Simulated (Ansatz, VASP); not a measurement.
**BAs in VASP and in Ansatz**

```xyz
2
Lattice="0.0000 2.3919 2.4277 2.3919 0.0000 2.4277 2.3919 2.3919 0.0000" Properties=species:S:1:pos:R:3 pbc="T T T"
B     0.0000    0.0000    0.0000
As    1.1959    1.1959    1.2139
```

Change from the starting cell: uniaxial_z strain +1.5%.

Alike in both runs: task single point; functional PBE; k mesh 10 × 10 × 10; occupations fermi-dirac, width 0.02 eV; no spin polarisation.

|  | VASP | Ansatz |
| --- | --- | --- |
| version | VASP 6.6.1 | Ansatz 0.2.0 |
| potentials or method | VASP PAW PBE potentials, release 64 (B, As) | plane waves, PAW |
| plane-wave cutoff (eV) | 500 | 420 |
| valence electrons in the cell | 8 | 18 |

|  | VASP | Ansatz | Ansatz less VASP |
| --- | --- | --- | --- |
| gap on the k mesh at the Fermi level (eV) | 1.08 | 1.09 | +0.008 |
| pressure (GPa) | 0.7 | 0.1 | -0.60 |
| traceless stress, the component that is largest in VASP (GPa) | -2.06 | -2.07 | -0.009 |

VASP's potentials hold 8 valence electrons a cell and Ansatz's 18, so a difference there can come from the potentials and not from the codes.
